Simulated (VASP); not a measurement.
Here is a VASP 6.6.1 calculation.

Contents of INCAR:

```
ALGO = Normal ; DIPOL = 0.5 0.5 0.330
EDIFF = 1E-7 ; ENCUT = 520
GGA = PE ; IDIPOL = 3
ISIF = 2 ; ISMEAR = 0
LASPH = True ; LCHARG = True
LDIPOL = True ; LELF = True
LREAL = False ; LVACPOTAV = True
LVHAR = True ; LWAVE = False
NBANDS = 28 ; NELM = 80
PREC = Accurate ; SIGMA = 0.1
```

KPOINTS

```
k-points
0
Gamma
  9 3 1
```

POSCAR

```
Al9O
1.0
    2.8543223330      0.0000000000      0.0000000000
   -1.4271611665      9.7033329366      0.0000000000
    0.0000000000      0.0000000000     20.2902708969
Al O
9 1
Direct
    0.5324485604      0.0648971207      0.1971388169
    0.6709687938      0.3419375876      0.2462255645
    0.2986728405      0.5973456810      0.2560429140
    0.9263768872      0.8527537744      0.2658602636
    0.0639738222      0.1277383808      0.3154281718
    0.1995905480      0.4042696935      0.3707822583
    0.8288544886      0.6597110299      0.3785032288
    0.4526361687      0.9111292155      0.3874342692
    0.5862167387      0.1831102657      0.4349193692
    0.5925232094      0.6814597089      0.4512612524
```

Potentials or basis: VASP PAW PBE potentials, release 64 (Al, O).

The run is started by

```bash
$ cat potpaw_PBE.64/Al/POTCAR potpaw_PBE.64/O/POTCAR > POTCAR
$ mpirun -np 1 vasp_std > vasp.out
```

Question: Estimate the largest force.

Answer: 2.204 eV/Å.

Question: Predict the band gap on the k mesh.

Answer: Zero (an odd number of electrons rules out a gap without spin polarisation).

Forces in eV/Å, atoms in the order of the input:
```
Al  -0.025  0.095  0.025
Al   0.012  0.065 -0.089
Al  -0.043 -0.039  0.223
Al   0.015 -0.230 -0.052
Al  -0.036  0.188  0.044
Al   0.017 -0.264 -0.113
Al   1.726 -0.615 -0.746
Al   0.286 -0.219  0.616
Al   0.000  0.000 -0.001
O   -1.952  1.018  0.093
```

Caveat: an odd number of electrons without spin polarisation forces a metal; a magnetic or distorted state may lie lower.
